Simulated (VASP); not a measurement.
Set up this calculation in VASP 6.6.1, as the native input.

```yaml
Task: single point
Functional: PBE
Potentials_or_basis: VASP PAW PBE potentials, release 64 (W_sv)
Cutoff: 520 eV
k_mesh: 13 × 13 × 1
Occupations: gaussian, width 0.1 eV
Spin: no spin polarisation
Dipole_correction: no
Further_INCAR_settings: ALGO = Fast; EDIFF = 1e-06; NBANDS = 43
```

The structure of W lies in POSCAR:

```
W
1.0
    2.7570339078      0.0000000000      0.0000000000
   -0.9190113026      2.5993564963      0.0000000000
    0.0000000000      0.0000000000     17.0044350370
W
5
Direct
    0.5000000000      0.5000000000      0.2352327491
    0.0000000000      0.0000000000      0.3676163745
    0.5000000000      0.5000000000      0.5000000000
    0.0000000000      0.0000000000      0.6323836255
    0.5000000000      0.5000000000      0.7647672509
```

These files were run (other wordings do the same):

INCAR

```
  PREC = Accurate
  ENCUT = 520
  EDIFF = 1E-6
  ISMEAR = 0
  SIGMA = 0.1
  LREAL = False
  LASPH = True
  NELM = 100
  ALGO = Fast
  ISIF = 2
  LWAVE = False
  LCHARG = False
  GGA = PE
  NBANDS = 43
```

KPOINTS

```
regular mesh
0
Gamma
  13 13 1
```

Potentials or basis: VASP PAW PBE potentials, release 64 (W_sv).

Run with:

```console
$ cat potpaw_PBE.64/W_sv/POTCAR > POTCAR
$ mpirun -np 1 vasp_std > vasp.out
```

Results of the run:

```yaml
Largest_force: 0.654 eV/Å
Band_gap_on_the_k_mesh: zero (band 35 reaches 6.80 eV, above the bottom of band 36 at 5.13 eV)
```

Caveat: spin-orbit coupling is left out, which moves the levels of the heavy elements.

Run time: 13 min on 1 thread of AMD EPYC 7571 (shared host), peak memory 0.32 GiB.
